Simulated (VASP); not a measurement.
# TiAl (P4/mmm) in VASP: a series of runs

Runs on TiAl. Level: PBE. Tasks: single point, relaxation of cell and atoms.

All numbers are computed with VASP 6.6.1; they aren't measurements. Logs are shortened: lines on timing, memory, paths and dates and some standing lists are left out, and cuts for length are marked.

### Step 1. The cell of the first run

It takes space group P4/mmm (No. 123, tetragonal). Conventional cell: a = 2.822 Å, b = 2.822 Å, c = 4.078 Å, α = 90.00°, β = 90.00°, γ = 90.00°. Within 3.7 Å of Ti (site symmetry 4/mmm) lie 4 Ti at 2.82 Å and 8 Al at 2.85 Å. Within 3.7 Å of Al (site symmetry 4/mmm) lie 4 Al at 2.82 Å and 8 Ti at 2.85 Å.

### Step 2. Single point, PBE

INCAR

```
ALGO     = Fast           # electronic algorithm
EDIFF    = 1E-6           # SCF threshold, eV
ENCUT    = 520            # plane-wave cutoff, eV
GGA      = PE             # functional
ISIF     = 2              # what is computed and relaxed
ISMEAR   = 0              # smearing method
LASPH    = True           # aspherical terms in the spheres
LCHARG   = False          # write CHGCAR
LREAL    = False          # projectors in reciprocal space
LWAVE    = False          # write WAVECAR
NBANDS   = 14             # bands
NELM     = 60             # most SCF steps
PREC     = Accurate       # precision mode
SIGMA    = 0.1            # smearing width, eV
```

KPOINTS

```
k-points
0
Gamma
  14 14 10
```

POSCAR

```
TiAl
1.0
    2.8215537063      0.0000000000      0.0000000000
    0.0000000000      2.8215537063      0.0000000000
    0.0000000000      0.0000000000      4.0775222385
Ti Al
1 1
Direct
    0.5000000000      0.5000000000      0.5000000000
    0.0000000000      0.0000000000      0.0000000000
```

Potentials or basis: VASP PAW PBE potentials, release 64 (Ti_sv, Al).

On the command line:

```sh
$ cat potpaw_PBE.64/Ti_sv/POTCAR potpaw_PBE.64/Al/POTCAR > POTCAR
$ mpirun -np 1 vasp_std > vasp.out
```

OUTCAR:

```text
EDIFF = 1E-6
   ENCUT = 520
   GGA = PE
   ISIF = 2
   ISMEAR = 0
   LASPH = True
   LREAL = False
   NELM = 60
   PREC = Accurate

 ion  position               nearest neighbor table
   1  0.500  0.500  0.500-   2 2.85   2 2.85   2 2.85   2 2.85   2 2.85   2 2.85   2 2.85   2 2.85

   2  0.000  0.000  0.000-   1 2.85   1 2.85   1 2.85   1 2.85   1 2.85   1 2.85   1 2.85   1 2.85

  LATTYP: Found a simple tetragonal cell.
 ALAT       =     2.8215537063
 C/A-ratio  =     1.4451336614

  Lattice vectors:

 A1 = (   2.8215537063,   0.0000000000,   0.0000000000)
 A2 = (   0.0000000000,   2.8215537063,   0.0000000000)
 A3 = (   0.0000000000,   0.0000000000,   4.0775222385)

Analysis of symmetry for initial positions (statically):
=====================================================================
 Subroutine PRICEL returns:
 Original cell was already a primitive cell.

 Routine SETGRP: Setting up the symmetry group for a
 simple tetragonal supercell.

 Subroutine GETGRP returns: Found 16 space group operations
 (whereof 16 operations were pure point group operations)
 out of a pool of 16 trial point group operations.

The static configuration has the point symmetry D_4h.

Analysis of symmetry for dynamics (positions and initial velocities):
=====================================================================
 Subroutine PRICEL returns:
 Original cell was already a primitive cell.

 Routine SETGRP: Setting up the symmetry group for a
 simple tetragonal supercell.

 Subroutine GETGRP returns: Found 16 space group operations
 (whereof 16 operations were pure point group operations)
 out of a pool of 16 trial point group operations.

The dynamic configuration has the point symmetry D_4h.

 Subroutine INISYM returns: Found 16 space group operations
 (whereof 16 operations are pure point group operations),
 and found     1 'primitive' translations

----------------------------------------------------------------------------------------

                                     Primitive cell

  volume of cell :      32.4618

  direct lattice vectors                    reciprocal lattice vectors
     2.821553706  0.000000000  0.000000000     0.354414661  0.000000000  0.000000000
     0.000000000  2.821553706  0.000000000     0.000000000  0.354414661  0.000000000
     0.000000000  0.000000000  4.077522239     0.000000000  0.000000000  0.245246976

  length of vectors
     2.821553706  2.821553706  4.077522239     0.354414661  0.354414661  0.245246976

  position of ions in fractional coordinates (direct lattice)
     0.500000000  0.500000000  0.500000000
     0.000000000  0.000000000  0.000000000

  ion indices of the primitive-cell ions
   primitive index   ion index
                 1           1
                 2           2

----------------------------------------------------------------------------------------

 KPOINTS: k-points

Automatic generation of k-mesh.
 Grid dimensions read from file:
 generate k-points for:   14   14   10

 Generating k-lattice:

  Cartesian coordinates                     Fractional coordinates (reciprocal lattice)
     0.025315333  0.000000000  0.000000000     0.071428571  0.000000000  0.000000000
     0.000000000  0.025315333  0.000000000     0.000000000  0.071428571  0.000000000
     0.000000000  0.000000000  0.024524698     0.000000000  0.000000000  0.100000000

  Length of vectors
     0.025315333  0.025315333  0.024524698

  Shift w.r.t. Gamma in fractional coordinates (k-lattice)
     0.000000000  0.000000000  0.000000000

 Subroutine IBZKPT returns following result:
 ===========================================

 Found    216 irreducible k-points:

 Following reciprocal coordinates:
            Coordinates               Weight
  0.000000  0.000000  0.000000      1.000000
  0.071429  0.000000  0.000000      4.000000
  0.142857  0.000000  0.000000      4.000000
  0.214286  0.000000  0.000000      4.000000
  0.285714  0.000000  0.000000      4.000000
  0.357143  0.000000  0.000000      4.000000
[... 16 lines left out ...]
  0.285714  0.214286  0.000000      8.000000
  0.357143  0.214286  0.000000      8.000000
 [... further k-points ...]
   k-points           NKPTS =    216   k-points in BZ     NKDIM =    216   number of bands    NBANDS=     14
   number of dos      NEDOS =    301   number of ions     NIONS =      2
   total plane-waves  NPLWV =  17280
   dimension x,y,z NGX =    24 NGY =   24 NGZ =   30
   dimension x,y,z NGXF=    48 NGYF=   48 NGZF=   60
   ions per type =               1   1
   NGX,Y,Z   is equivalent  to a cutoff of  14.14, 14.14, 12.23 a.u.
   NGXF,Y,Z  is equivalent  to a cutoff of  28.28, 28.28, 24.46 a.u.
 SYSTEM =  unknown system
   PREC   = accura    normal or accurate (medium, high low for compatibility)
   ISTART =      0    job   : 0-new  1-cont  2-samecut
   ICHARG =      2    charge: 1-file 2-atom 10-const
   ISPIN  =      1    spin polarized calculation?
   LNONCOLLINEAR =      F non collinear calculations
   LSORBIT =      F    spin-orbit coupling
   LASPH  =      T    aspherical Exc in radial PAW
   ENCUT  =  520.0 eV  38.22 Ry    6.18 a.u.   5.25  5.25  7.58*2*pi/ulx,y,z
   NELM   =     60;   NELMIN=  2; NELMDL= -5     # of ELM steps
   EDIFF  = 0.1E-05   stopping-criterion for ELM
   LREAL  =      F    real-space projection
   EDIFFG = 0.1E-04   stopping-criterion for IOM
   NSW    =      0    number of steps for IOM
   IBRION =     -1    ionic relax: 0-MD 1-quasi-New 2-CG
   NFREE  =      0    steps in history (QN), initial steepest desc. (CG)
   ISIF   =      2    stress and relaxation
   ISYM   =      2    0-nonsym 1-usesym 2-fastsym
   POTIM  = 0.5000    time-step for ionic-motion
   TEBEG  =    0.0;   TEEND  =   0.0 temperature during run
   PSTRESS=    0.0 pullay stress
   NELECT =      15.0000    total number of electrons
   NUPDOWN=      -1.0000    fix difference up-down
   EMIN   =  10.00;   EMAX   =-10.00  energy-range for DOS
   EFERMI =   0.00;   METHOD = LEGACY
   ISMEAR =     0;   SIGMA  =   0.10  broadening in eV -4-tet -1-fermi 0-gaus
   EFERMI_NEDOS =   21; number of points for ismear=-14 and -15
   IALGO  =     68    algorithm
   IMIX   =      4    mixing-type and parameters
     AMIX     =   0.40;   BMIX     =  1.00
     AMIX_MAG =   1.60;   BMIX_MAG =  1.00
  volume/ion in A,a.u.               =      16.23       109.53
  Fermi-wavevector in a.u.,A,eV,Ry     =   1.265652  2.391735 21.794827  1.601875
  Thomas-Fermi vector in A             =   2.398894
   LORBIT       =      0    0 simple, 1 ext, 2 COOP (PROOUT), +10 PAW based schemes
   GGA     = PE    functional components
   LHFCALC =     F    Hartree Fock is set to
   AEXX    =    0.0000 exact exchange contribution
   IVDW    =     0    specifies the selected vdW correction
   LEPSILON=     F    determine dielectric tensor
   LRPA    =     F    only Hartree local field effects (RPA)
 non-spin polarized calculation
 RMM-DIIS sequential band-by-band and
 Gauss-broadening in eV      SIGMA  =   0.10
  energy-cutoff  :      520.00
  volume of cell :       32.46
 maximum number of plane-waves:       900
 NGX is ok and might be reduce to    24
   NGX = 11   NGY = 11   NGZ = 15

 number of electron      15.0000001 magnetization

 Free energy of the ion-electron system (eV)
  ---------------------------------------------------
  ext. energy  EPLUGINS =         0.00000000
  ---------------------------------------------------
  free energy    TOTEN  =       -12.39555346 eV

  energy without entropy =      -12.38701280  energy(sigma->0) =      -12.39128313

 E-fermi :   8.3274     XC(G=0): -11.0341

 val. band max:        8.3234139661   @ k =   0.2143   0.1429   0.5000
 cond. band min:       8.3544160798   @ k =   0.3571   0.1429   0.2000
 fundamental gap:      0.0310021136
 Fermi energy:         8.3273692957

 k-point     1 :       0.0000    0.0000    0.0000
  band No.  band energies     occupation
      1     -48.3134      2.00000
      2     -24.7100      2.00000
      3     -24.2644      2.00000
      4     -24.2644      2.00000
      5      -0.7214      2.00000
      6       6.4477      2.00000
      7       7.4777      2.00000
      8       7.9253      2.00000
      9      10.4759      0.00000
     10      10.4759      0.00000
     11      11.6231      0.00000
     12      14.4424      0.00000
     13      16.7106      0.00000
     14      16.7106      0.00000

 k-point     2 :       0.0714    0.0000    0.0000
  band No.  band energies     occupation
      1     -48.3105      2.00000
      2     -24.7072      2.00000
      3     -24.2887      2.00000
      4     -24.2623      2.00000
      5      -0.6207      2.00000
      6       6.5305      2.00000
      7       7.5163      2.00000
      8       7.8393      2.00000
      9      10.4928      0.00000
     10      10.5841      0.00000
     11      11.5240      0.00000
     12      14.4326      0.00000
     13      15.3444      0.00000
     14      16.8409      0.00000

 k-point     3 :       0.1429    0.0000    0.0000
  band No.  band energies     occupation
      1     -48.3025      2.00000
      2     -24.6992      2.00000
      3     -24.3563      2.00000
      4     -24.2565      2.00000
      5      -0.3215      2.00000
      6       6.7570      2.00000
      7       7.5984      2.00000
      8       7.6184      2.00000
      9      10.5403      0.00000
     10      10.8821      0.00000
     11      11.2644      0.00000
     12      13.6585      0.00000
     13      14.4762      0.00000
     14      17.2060      0.00000

 k-point     4 :       0.2143    0.0000    0.0000
  band No.  band energies     occupation
      1     -48.2908      2.00000
      2     -24.6876      2.00000
      3     -24.4530      2.00000
      4     -24.2481      2.00000
      5       0.1688      2.00000
      6       7.0581      2.00000
      7       7.3349      2.00000
      8       7.5888      2.00000
      9      10.6101      0.00000
     10      10.9260      0.00000
     11      11.3238      0.00000
     12      12.3603      0.00000
     13      14.4339      0.00000
     14      17.7564      0.00000

 k-point     5 :       0.2857    0.0000    0.0000
  band No.  band energies     occupation
      1     -48.2778      2.00000
      2     -24.6747      2.00000
      3     -24.5590      2.00000
      4     -24.2388      2.00000
      5       0.8392      2.00000
      6       7.0381      2.00000
      7       7.0524      2.00000
      8       7.5177      2.00000
      9      10.5881      0.00000
     10      10.6891      0.00000
     11      11.7305      0.00000
[... 276 lines left out ...]
 k-point    22 :       0.2143    0.2143    0.0000
  band No.  band energies     occupation
      1     -48.2685      2.00000
      2     -24.6658      2.00000
      3     -24.4396      2.00000
      4     -24.4257      2.00000
      5       1.0223      2.00000
      6       7.3956      2.00000
      7       7.4071      2.00000
      8       8.0391      1.99995
      9       9.4676      0.00000
     10      10.1516      0.00000
     11      12.3004      0.00000
     12      12.8878      0.00000
     13      14.0616      0.00000
     14      15.0033      0.00000

 k-point    23 :       0.2857    0.2143    0.0000
  band No.  band energies     occupation
      1     -48.2557      2.00000
      2     -24.6533      2.00000
      3     -24.5369      2.00000
      4     -24.4206      2.00000
      5       1.6628      2.00000
      6       7.2852      2.00000
      7       7.3407      2.00000
      8       8.1148      1.99735
      9       9.2953      0.00000
     10       9.9483      0.00000
     11      11.8672      0.00000
     12      13.5087      0.00000
     13      14.2064      0.00000
     14      15.1302      0.00000

 k-point    24 :       0.3571    0.2143    0.0000
  band No.  band energies     occupation
      1     -48.2441      2.00000
      2     -24.6420      2.00000
      3     -24.6291      2.00000
      4     -24.4103      2.00000
      5       2.4584      2.00000
      6       6.5821      2.00000
      7       7.2315      2.00000
      8       8.3000      1.30078
      9       9.2798      0.00000
     10       9.6645      0.00000
     11      11.9065      0.00000
     12      14.1542      0.00000
     13      14.7827      0.00000
     14      15.2812      0.00000

 [... further k-points ...]
[... 5 lines left out ...]
  --------------------------------------------------------------------------------------
  -------------------------------------------------------------------------------------
  Total       -0.0058698     -0.0058698     -0.0027428      0.0000000     -0.0000000      0.0000000
  in kB       -0.2897087     -0.2897087     -0.1353729      0.0000000     -0.0000000      0.0000000
  external PRESSURE =      -0.2382634 kB  Pullay stress =       0.0000000 kB

 VOLUME and BASIS-vectors are now :
 -----------------------------------------------------------------------------
  energy-cutoff  :      520.00
  volume of cell :       32.46
      direct lattice vectors                 reciprocal lattice vectors
     2.821553706  0.000000000  0.000000000     0.354414661  0.000000000  0.000000000
     0.000000000  2.821553706  0.000000000     0.000000000  0.354414661  0.000000000
     0.000000000  0.000000000  4.077522239     0.000000000  0.000000000  0.245246976

 POSITION                                       TOTAL-FORCE (eV/Angst)
 -----------------------------------------------------------------------------------
      1.41078      1.41078      2.03876         0.000000      0.000000      0.000000
      0.00000      0.00000      0.00000         0.000000      0.000000      0.000000
 -----------------------------------------------------------------------------------
    total drift:                                0.000000      0.000000     -0.000000

  FREE ENERGIE OF THE ION-ELECTRON SYSTEM (eV)
  ---------------------------------------------------
  free  energy   TOTEN  =       -12.3955534577 eV

  energy  without entropy=      -12.3870128018  energy(sigma->0) =      -12.39128313
```

Wall time 84 s (1 thread of AMD EPYC 9R45 (Zen 5), shared host); peak memory 0.19 GiB.

What came out:

| Item | Value |
| --- | --- |
| Free energy | -12.3956 eV |
| Pressure | 0.0 GPa |
| Band gap on the k mesh | zero (an odd number of electrons rules out a gap without spin polarisation) |

Levels at points of the mesh, in eV from the Fermi level:
```csv
k point,band 4,band 5,band 6,band 7,band 8,band 9,band 10,band 11,band 12,band 13
"(0.00, 0.00, 0.00)",-32.59,-9.05,-1.88,-0.85,-0.40,2.15,2.15,3.30,6.12,8.38
"(0.50, 0.00, 0.00)",-32.55,-4.57,-4.53,-1.72,-0.26,1.74,2.50,4.40,5.06,5.29
"(0.50, 0.50, 0.00)",-32.93,-3.18,-0.47,-0.47,-0.41,-0.22,-0.22,4.19,4.93,5.96
"(0.00, 0.00, 0.50)",-32.59,-7.59,-5.28,-0.68,0.61,1.80,1.80,3.31,7.92,9.32
"(0.50, 0.00, 0.50)",-32.55,-4.92,-2.95,-1.21,-1.16,1.35,1.79,2.29,3.76,5.66
"(0.50, 0.50, 0.50)",-32.94,-2.51,-2.26,-2.26,1.76,2.11,2.70,4.17,4.17,4.97
```

[end of part 1 of 2]
